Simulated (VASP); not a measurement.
Ge:

```xyz
2
Lattice="1.4881 -2.5947 0.0000 1.4881 2.5947 0.0000 0.0000 0.0000 4.7276" Properties=species:S:1:pos:R:3 pbc="T T T"
Ge    1.4881    0.8643    1.1819
Ge    1.4881   -0.8643    3.5457
```

| Property | Result |
| --- | --- |
| Program | VASP 6.6.1 |
| Task | relaxation of cell and atoms |
| Functional | BLYP |
| Potentials or basis | VASP PAW PBE potentials, release 64 (Ge_d) |
| Cutoff | 600 eV |
| k mesh | 10 × 10 × 6 |
| Occupations | fermi-dirac, width 0.05 eV |
| Spin | no spin polarisation |

At the start: pressure 11.4 GPa; volume 18.25 Å³/atom.

How do energy, volume and symmetry change on relaxing?

Over 9 steps the energy falls by 101.6 meV/atom and the volume is 21.50 Å³/atom (+17.8 %); space group P6_3/mmc (No. 194, to 0.05 Å).

The path:
| step | energy change (eV) | largest force (eV/Å) | pressure (GPa) | volume (Å³) |
| --- | --- | --- | --- | --- |
| 1 | 0.0000 | 0.0003 | 11.44 | 36.51 |
| 2 | -0.1991 | 0.0052 | -0.95 | 43.83 |
| 3 | -0.2014 | 0.0045 | -0.10 | 42.95 |
| 4 | -0.2012 | 0.0044 | 0.15 | 42.81 |
| 5 | -0.2023 | 0.0044 | 0.19 | 42.79 |
| 6 | -0.2030 | 0.0056 | 0.30 | 42.73 |
| 7 | -0.2031 | 0.0053 | 0.31 | 42.75 |
| 8 | -0.2032 | 0.0049 | -0.06 | 43.08 |
| 9 | -0.2033 | 0.0058 | -0.01 | 42.99 |

Final structure:
```yaml
crystal:
  lattice:
    - [1.55504, -2.70987, 0.00000]
    - [1.55504, 2.70987, 0.00000]
    - [0.00000, 0.00000, 5.10105]
  atoms:
    - { symbol: Ge, position: [0.33328, 0.66672, 0.25000] }
    - { symbol: Ge, position: [0.66672, 0.33328, 0.75000] }
```

Caveat: the volume moved by over 15 % at a fixed basis, so the end points are rough; the PAW data sets were made with another functional, which shifts forces and pressure a little.
